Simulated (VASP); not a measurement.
# Cu2Cl (Fm-3m) in VASP: a series of runs

Runs on Cu2Cl. Level: PBE. Tasks: single point, relaxation of cell and atoms.

All numbers are computed with VASP 6.6.1; they aren't measurements. Logs are shortened: lines on timing, memory, paths and dates and some standing lists are left out, and cuts for length are marked.

**1. The cell of the first run**

It takes space group Fm-3m (No. 225, cubic). The conventional cell has a = 5.928 Å, b = 5.928 Å, c = 5.928 Å, α = 90.00°, β = 90.00°, γ = 90.00°. Within 3.4 Å of Cu (site symmetry -43m) lie 4 Cl at 2.57 Å and 6 Cu at 2.96 Å. Cl (site symmetry m-3m) has 8 Cu at 2.57 Å within 3.4 Å.

**2. Single point, PBE**

Contents of INCAR:

```
PREC = Accurate
ENCUT = 520
EDIFF = 1E-6
ISMEAR = 0
SIGMA = 0.1
LREAL = F
LASPH = T
NELM = 60
ALGO = Normal
ISIF = 2
LWAVE = F
LCHARG = T
GGA = PE
LELF = T
LVHAR = T
NBANDS = 22
```

Contents of KPOINTS:

```
Automatic mesh
0
Gamma
  14 14 14
```

Contents of POSCAR:

```
Cu2Cl
1.0
    0.0000000000      2.9639017487      2.9639017487
    2.9639017487      0.0000000000      2.9639017487
    2.9639017487      2.9639017487      0.0000000000
Cu Cl
2 1
Direct
    0.2500000000      0.2500000000      0.2500000000
    0.7500000000      0.7500000000      0.7500000000
    0.0000000000      0.0000000000      0.0000000000
```

Potentials or basis: VASP PAW PBE potentials, release 64 (Cu, Cl).

Started as:

```sh
> cat potpaw_PBE.64/Cu/POTCAR potpaw_PBE.64/Cl/POTCAR > POTCAR
> mpirun -np 1 vasp_std > vasp.out
```

OUTCAR:

```text
PREC = Accurate
   ENCUT = 520
   EDIFF = 1E-6
   ISMEAR = 0
   LREAL = F
   LASPH = T
   NELM = 60
   ISIF = 2
   GGA = PE

 ion  position               nearest neighbor table
   1  0.250  0.250  0.250-   3 2.57   3 2.57   3 2.57   3 2.57
   2  0.750  0.750  0.750-   3 2.57   3 2.57   3 2.57   3 2.57
   3  0.000  0.000  0.000-   1 2.57   2 2.57   2 2.57   2 2.57   2 2.57   1 2.57   1 2.57   1 2.57

  LATTYP: Found a face centered cubic cell.
 ALAT       =     5.9278034974

  Lattice vectors:

 A1 = (   0.0000000000,   2.9639017487,   2.9639017487)
 A2 = (   2.9639017487,   0.0000000000,   2.9639017487)
 A3 = (   2.9639017487,   2.9639017487,   0.0000000000)

Analysis of symmetry for initial positions (statically):
=====================================================================
 Subroutine PRICEL returns:
 Original cell was already a primitive cell.

 Routine SETGRP: Setting up the symmetry group for a
 face centered cubic supercell.

 Subroutine GETGRP returns: Found 48 space group operations
 (whereof 48 operations were pure point group operations)
 out of a pool of 48 trial point group operations.

The static configuration has the point symmetry O_h .

Analysis of symmetry for dynamics (positions and initial velocities):
=====================================================================
 Subroutine PRICEL returns:
 Original cell was already a primitive cell.

 Routine SETGRP: Setting up the symmetry group for a
 face centered cubic supercell.

 Subroutine GETGRP returns: Found 48 space group operations
 (whereof 48 operations were pure point group operations)
 out of a pool of 48 trial point group operations.

The dynamic configuration has the point symmetry O_h .

 Subroutine INISYM returns: Found 48 space group operations
 (whereof 48 operations are pure point group operations),
 and found     1 'primitive' translations

----------------------------------------------------------------------------------------

                                     Primitive cell

  volume of cell :      52.0741

  direct lattice vectors                    reciprocal lattice vectors
     0.000000000  2.963901749  2.963901749    -0.168696550  0.168696550  0.168696550
     2.963901749  0.000000000  2.963901749     0.168696550 -0.168696550  0.168696550
     2.963901749  2.963901749  0.000000000     0.168696550  0.168696550 -0.168696550

  length of vectors
     4.191590051  4.191590051  4.191590051     0.292190996  0.292190996  0.292190996

  position of ions in fractional coordinates (direct lattice)
     0.250000000  0.250000000  0.250000000
     0.750000000  0.750000000  0.750000000
     0.000000000  0.000000000  0.000000000

  ion indices of the primitive-cell ions
   primitive index   ion index
                 1           1
                 2           2
                 3           3

----------------------------------------------------------------------------------------

 KPOINTS: Automatic mesh

Automatic generation of k-mesh.
 Grid dimensions read from file:
 generate k-points for:   14   14   14

 Generating k-lattice:

  Cartesian coordinates                     Fractional coordinates (reciprocal lattice)
    -0.012049754  0.012049754  0.012049754     0.071428571  0.000000000  0.000000000
     0.012049754 -0.012049754  0.012049754     0.000000000  0.071428571  0.000000000
     0.012049754  0.012049754 -0.012049754     0.000000000  0.000000000  0.071428571

  Length of vectors
     0.020870785  0.020870785  0.020870785

  Shift w.r.t. Gamma in fractional coordinates (k-lattice)
     0.000000000  0.000000000  0.000000000

 Subroutine IBZKPT returns following result:
 ===========================================

 Found    104 irreducible k-points:

 Following reciprocal coordinates:
            Coordinates               Weight
  0.000000  0.000000  0.000000      1.000000
  0.071429  0.000000  0.000000      8.000000
  0.142857  0.000000  0.000000      8.000000
  0.214286  0.000000  0.000000      8.000000
  0.285714  0.000000  0.000000      8.000000
  0.357143  0.000000  0.000000      8.000000
[... 16 lines left out ...]
  0.214286  0.142857  0.000000     24.000000
  0.285714  0.142857  0.000000     24.000000
 [... further k-points ...]
   k-points           NKPTS =    104   k-points in BZ     NKDIM =    104   number of bands    NBANDS=     22
   number of dos      NEDOS =    301   number of ions     NIONS =      3
   total plane-waves  NPLWV =  32768
   dimension x,y,z NGX =    32 NGY =   32 NGZ =   32
   dimension x,y,z NGXF=    64 NGYF=   64 NGZF=   64
   ions per type =               2   1
   NGX,Y,Z   is equivalent  to a cutoff of  12.69, 12.69, 12.69 a.u.
   NGXF,Y,Z  is equivalent  to a cutoff of  25.38, 25.38, 25.38 a.u.
 SYSTEM =  unknown system
   PREC   = accura    normal or accurate (medium, high low for compatibility)
   ISTART =      0    job   : 0-new  1-cont  2-samecut
   ICHARG =      2    charge: 1-file 2-atom 10-const
   ISPIN  =      1    spin polarized calculation?
   LNONCOLLINEAR =      F non collinear calculations
   LSORBIT =      F    spin-orbit coupling
   LASPH  =      T    aspherical Exc in radial PAW
   ENCUT  =  520.0 eV  38.22 Ry    6.18 a.u.   7.79  7.79  7.79*2*pi/ulx,y,z
   NELM   =     60;   NELMIN=  2; NELMDL= -5     # of ELM steps
   EDIFF  = 0.1E-05   stopping-criterion for ELM
   LREAL  =      F    real-space projection
   EDIFFG = 0.1E-04   stopping-criterion for IOM
   NSW    =      0    number of steps for IOM
   IBRION =     -1    ionic relax: 0-MD 1-quasi-New 2-CG
   NFREE  =      0    steps in history (QN), initial steepest desc. (CG)
   ISIF   =      2    stress and relaxation
   ISYM   =      2    0-nonsym 1-usesym 2-fastsym
   POTIM  = 0.5000    time-step for ionic-motion
   TEBEG  =    0.0;   TEEND  =   0.0 temperature during run
   PSTRESS=    0.0 pullay stress
   NELECT =      29.0000    total number of electrons
   NUPDOWN=      -1.0000    fix difference up-down
   EMIN   =  10.00;   EMAX   =-10.00  energy-range for DOS
   EFERMI =   0.00;   METHOD = LEGACY
   ISMEAR =     0;   SIGMA  =   0.10  broadening in eV -4-tet -1-fermi 0-gaus
   EFERMI_NEDOS =   21; number of points for ismear=-14 and -15
   IALGO  =     38    algorithm
   IMIX   =      4    mixing-type and parameters
     AMIX     =   0.40;   BMIX     =  1.00
     AMIX_MAG =   1.60;   BMIX_MAG =  1.00
  volume/ion in A,a.u.               =      17.36       117.14
  Fermi-wavevector in a.u.,A,eV,Ry     =   1.346895  2.545262 24.682679  1.814126
  Thomas-Fermi vector in A             =   2.474690
   LORBIT       =      0    0 simple, 1 ext, 2 COOP (PROOUT), +10 PAW based schemes
   GGA     = PE    functional components
   LHFCALC =     F    Hartree Fock is set to
   AEXX    =    0.0000 exact exchange contribution
   IVDW    =     0    specifies the selected vdW correction
   LEPSILON=     F    determine dielectric tensor
   LRPA    =     F    only Hartree local field effects (RPA)
 non-spin polarized calculation
 Gauss-broadening in eV      SIGMA  =   0.10
  energy-cutoff  :      520.00
  volume of cell :       52.07
 maximum number of plane-waves:      1418
   NGX = 15   NGY = 15   NGZ = 15

 number of electron      28.9999983 magnetization

 Free energy of the ion-electron system (eV)
  ---------------------------------------------------
  ext. energy  EPLUGINS =         0.00000000
  ---------------------------------------------------
  free energy    TOTEN  =        -7.82734128 eV

  energy without entropy =       -7.82310659  energy(sigma->0) =       -7.82522393

 E-fermi :   5.6723     XC(G=0): -10.4025

 val. band max:        5.6690611328   @ k =  -0.3571   0.2143   0.0714
 cond. band min:       5.6751221776   @ k =  -0.4286   0.2143   0.0714
 fundamental gap:      0.0060610448
 Fermi energy:         5.6723009292

 k-point     1 :       0.0000    0.0000    0.0000
  band No.  band energies     occupation
      1     -12.4495      2.00000
      2      -0.8297      2.00000
      3      -0.8297      2.00000
      4      -0.8297      2.00000
      5       2.3052      2.00000
      6       2.3121      2.00000
[... 14 lines left out ...]
     21      14.7048      0.00000
     22      15.2188      0.00000

 k-point     2 :       0.0714    0.0000    0.0000
  band No.  band energies     occupation
      1     -12.4369      2.00000
      2      -0.9440      2.00000
      3      -0.8290      2.00000
      4      -0.8290      2.00000
      5       2.3252      2.00000
      6       2.3252      2.00000
[... 14 lines left out ...]
     21      14.1084      0.00000
     22      15.0179      0.00000

 k-point     3 :       0.1429    0.0000    0.0000
  band No.  band energies     occupation
      1     -12.4013      2.00000
      2      -1.2206      2.00000
      3      -0.8272      2.00000
      4      -0.8272      2.00000
      5       2.3643      2.00000
      6       2.3643      2.00000
[... 14 lines left out ...]
     21      13.5015      0.00000
     22      14.8952      0.00000

 k-point     4 :       0.2143    0.0000    0.0000
  band No.  band energies     occupation
      1     -12.3490      2.00000
      2      -1.5493      2.00000
      3      -0.8250      2.00000
      4      -0.8250      2.00000
      5       2.4293      2.00000
      6       2.4293      2.00000
[... 14 lines left out ...]
     21      13.2785      0.00000
     22      15.6475      0.00000

 k-point     5 :       0.2857    0.0000    0.0000
  band No.  band energies     occupation
      1     -12.2897      2.00000
      2      -1.8556      2.00000
      3      -0.8230      2.00000
      4      -0.8230      2.00000
      5       2.5185      2.00000
      6       2.5185      2.00000
[... 417 lines left out ...]
 k-point    22 :       0.1429    0.1429    0.0000
  band No.  band energies     occupation
      1     -12.3853      2.00000
      2      -1.2883      2.00000
      3      -0.8481      2.00000
      4      -0.8481      2.00000
      5       2.3515      2.00000
      6       2.3971      2.00000
[... 14 lines left out ...]
     21      14.8310      0.00000
     22      15.9820      0.00000

 k-point    23 :       0.2143    0.1429    0.0000
  band No.  band energies     occupation
      1     -12.3463      2.00000
      2      -1.5040      2.00000
      3      -0.8613      2.00000
      4      -0.8553      2.00000
      5       2.3821      2.00000
      6       2.4434      2.00000
[... 14 lines left out ...]
     21      14.6271      0.00000
     22      15.9946      0.00000

 k-point    24 :       0.2857    0.1429    0.0000
  band No.  band energies     occupation
      1     -12.2950      2.00000
      2      -1.7434      2.00000
      3      -0.8932      2.00000
      4      -0.8586      2.00000
      5       2.4366      2.00000
      6       2.5085      2.00000
[... 14 lines left out ...]
     21      14.6462      0.00000
     22      16.6213      0.00000

 [... further k-points ...]

------------------------ aborting loop because EDIFF is reached ----------------------------------------

  FORCE on cell =-STRESS in cart. coord.  units (eV):
  Direction    XX          YY          ZZ          XY          YZ          ZX
  --------------------------------------------------------------------------------------
  -------------------------------------------------------------------------------------
  Total        0.0877063      0.0877063      0.0877063      0.0000000      0.0000000      0.0000000
  in kB        2.6984851      2.6984851      2.6984851      0.0000000      0.0000000      0.0000000
  external PRESSURE =       2.6984851 kB  Pullay stress =       0.0000000 kB

 VOLUME and BASIS-vectors are now :
 -----------------------------------------------------------------------------
  energy-cutoff  :      520.00
  volume of cell :       52.07
      direct lattice vectors                 reciprocal lattice vectors
     0.000000000  2.963901749  2.963901749    -0.168696550  0.168696550  0.168696550
     2.963901749  0.000000000  2.963901749     0.168696550 -0.168696550  0.168696550
     2.963901749  2.963901749  0.000000000     0.168696550  0.168696550 -0.168696550

 POSITION                                       TOTAL-FORCE (eV/Angst)
 -----------------------------------------------------------------------------------
      1.48195      1.48195      1.48195         0.000000      0.000000      0.000000
      4.44585      4.44585      4.44585        -0.000000     -0.000000     -0.000000
      0.00000      0.00000      0.00000         0.000000     -0.000000     -0.000000
 -----------------------------------------------------------------------------------
    total drift:                               -0.000000     -0.000000      0.000000

  FREE ENERGIE OF THE ION-ELECTRON SYSTEM (eV)
  ---------------------------------------------------
  free  energy   TOTEN  =        -7.8273412768 eV

  energy  without entropy=       -7.8231065890  energy(sigma->0) =       -7.82522393
```

Run time: 60 s. Hardware: 1 thread of Intel Xeon 6975P-C (Granite Rapids), shared host; peak memory 0.23 GiB.

What came out:

```
Free energy            : -7.8273 eV
Pressure               : 0.3 GPa
Band gap on the k mesh : zero (an odd number of electrons rules out a gap without spin polarisation)
```

Levels at points of the mesh, in eV from the Fermi level:
| k point | band 11 | band 12 | band 13 | band 14 | band 15 | band 16 | band 17 | band 18 | band 19 | band 20 |
| --- | --- | --- | --- | --- | --- | --- | --- | --- | --- | --- |
| (0.00, 0.00, 0.00) | -1.98 | -1.98 | -1.65 | -1.65 | -1.65 | 3.08 | 3.08 | 3.08 | 6.55 | 9.03 |
| (0.50, 0.00, 0.00) | -2.64 | -2.51 | -1.68 | -1.68 | -1.11 | 2.54 | 4.11 | 4.11 | 6.97 | 9.17 |
| (0.50, 0.50, 0.00) | -2.34 | -2.24 | -2.08 | -1.99 | 0.64 | 1.21 | 3.14 | 6.12 | 6.12 | 9.55 |

Caveat: an odd number of electrons without spin polarisation forces a metal; a magnetic or distorted state may lie lower. With open d or f shells a metallic result of PBE can be an artefact of self-interaction; +U or a hybrid may open a gap.

**3. Relaxation of cell and atoms, PBE**

This run uses another cell than the first one, of 16.79 Å³/atom.

Contents of INCAR:

```
PREC = Accurate
ENCUT = 600
EDIFF = 1E-6
ISMEAR = 0
SIGMA = 0.1
LREAL = F
LASPH = T
NELM = 60
ALGO = Normal
ISIF = 3
LWAVE = F
LCHARG = F
GGA = PE
IBRION = 2
NSW = 100
EDIFFG = -0.01
```

Contents of KPOINTS:

```
regular mesh
0
Gamma
  14 14 14
```

Contents of POSCAR:

```
Cu2Cl
1.0
    0.0000000000      2.9312357412      2.9312357412
    2.9312357412      0.0000000000      2.9312357412
    2.9312357412      2.9312357412      0.0000000000
Cu Cl
2 1
Direct
    0.2500000000      0.2500000000      0.2500000000
    0.7500000000      0.7500000000      0.7500000000
    0.0000000000      0.0000000000      0.0000000000
```

Potentials or basis: VASP PAW PBE potentials, release 64 (Cu, Cl).

Started as:

```sh
> cat potpaw_PBE.64/Cu/POTCAR potpaw_PBE.64/Cl/POTCAR > POTCAR
> mpirun -np 1 vasp_std > vasp.out
```

Run time: 2.6 min. Hardware: 1 thread of Intel Xeon 6975P-C (Granite Rapids), shared host; peak memory 0.27 GiB.

The run converged. Its results:

```
Free energy                           : -7.8274 eV
Relaxed volume                        : 17.42 Å³/atom
Relaxed cell                          : a = 4.196 Å, b = 4.196 Å, c = 4.196 Å, α = 60.00°, β = 60.00°, γ = 60.00°
Space group after relaxing (to 0.1 Å) : Fm-3m (No. 225)
Energy gained by relaxing             : 3.8 meV/atom
Ionic steps                           : 3
Pressure after relaxing               : 0.0 GPa
Band gap on the k mesh                : zero (an odd number of electrons rules out a gap without spin polarisation)
```

Step by step:
```csv
step,energy change (eV),largest force (eV/Å),pressure (GPa),volume (Å³)
1,0.0000,0.0000,2.05,50.37
2,-0.0112,0.0000,0.29,51.95
3,-0.0115,0.0000,0.03,52.25
```

Final structure:
```
Cu Cl
1.0
     0.00000    2.96720    2.96720
     2.96720    0.00000    2.96720
     2.96720    2.96720    0.00000
Cu Cl
2 1
Direct
  0.25000 0.25000 0.25000
  0.75000 0.75000 0.75000
  0.00000 0.00000 0.00000
```

Levels at points of the mesh, in eV from the Fermi level:
```csv
k point,band 11,band 12,band 13,band 14,band 15,band 16,band 17,band 18
"(0.00, 0.00, 0.00)",-1.97,-1.97,-1.64,-1.64,-1.64,3.09,3.09,3.09
"(0.50, 0.00, 0.00)",-2.63,-2.49,-1.67,-1.67,-1.11,2.53,4.12,4.12
"(0.50, 0.50, 0.00)",-2.33,-2.22,-2.07,-1.98,0.65,1.21,3.13,6.11
```

Caveat: an odd number of electrons without spin polarisation forces a metal; a magnetic or distorted state may lie lower.
